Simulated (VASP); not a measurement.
Runs of VASP 6.6.1 on Sb. The structure is that of space group P-3m1 (No. 164), or close to it. The cells are those of the table. 

```csv
level,potentials or basis,cell,cutoff (eV),second run,gap on the mesh (eV),largest force (eV/Å)
PBE+D3(BJ),"VASP PAW PBE potentials, release 64 (Sb_d_GW)","a = 3.906, b = 3.906, c = 28.000 Å, angles 90.0, 90.0, 120.0°, 2 atoms",400,valence_matched,(b),0.01
PBE+D3(BJ),"VASP PAW PBE potentials, release 64 (Sb_d_GW)","a = 4.231, b = 4.231, c = 28.000 Å, angles 90.0, 90.0, 120.0°, 2 atoms",400,valence_matched,1.43,-
PBE+D3(BJ),"VASP PAW PBE potentials, release 64 (Sb_d_GW)","a = 3.987, b = 3.987, c = 28.000 Å, angles 90.0, 90.0, 120.0°, 2 atoms",400,valence_matched,0.94,0.01
PBE+D3(BJ),"VASP PAW PBE potentials, release 64 (Sb)","a = 3.906, b = 3.906, c = 28.000 Å, angles 90.0, 90.0, 120.0°, 2 atoms",520,-,0.56,0.10
r2SCAN,"VASP PAW PBE potentials, release 64 (Sb_d_GW)","a = 4.069, b = 4.069, c = 28.000 Å, angles 90.0, 90.0, 120.0°, 2 atoms",440,valence_matched,1.43,0.24
PBE+D3(BJ),"VASP PAW PBE potentials, release 64 (Sb)","a = 4.231, b = 4.231, c = 28.000 Å, angles 90.0, 90.0, 120.0°, 2 atoms",520,-,1.40,0.08
r2SCAN,"VASP PAW PBE potentials, release 64 (Sb)","a = 4.069, b = 4.069, c = 28.000 Å, angles 90.0, 90.0, 120.0°, 2 atoms",520,-,1.44,0.15
PBE+D3(BJ),"VASP PAW PBE potentials, release 64 (Sb)","a = 3.987, b = 3.987, c = 28.000 Å, angles 90.0, 90.0, 120.0°, 2 atoms",520,-,(a),0.10
```

Alike in all rows: task single point; no spin polarisation; k mesh 9 × 9 × 1; smearing gaussian 0.02 eV.

Q: Fill in the values left out.

A: (a) 0.95; (b) 0.54.

Caveats: spin-orbit coupling is left out, which moves the levels of the heavy elements; the PAW data sets were made with another functional, which shifts forces and pressure a little (some runs).

A k mesh can miss the band edges, and the runs leave out spin-orbit coupling on Sb.

The runs don't all hold the same shells in valence.
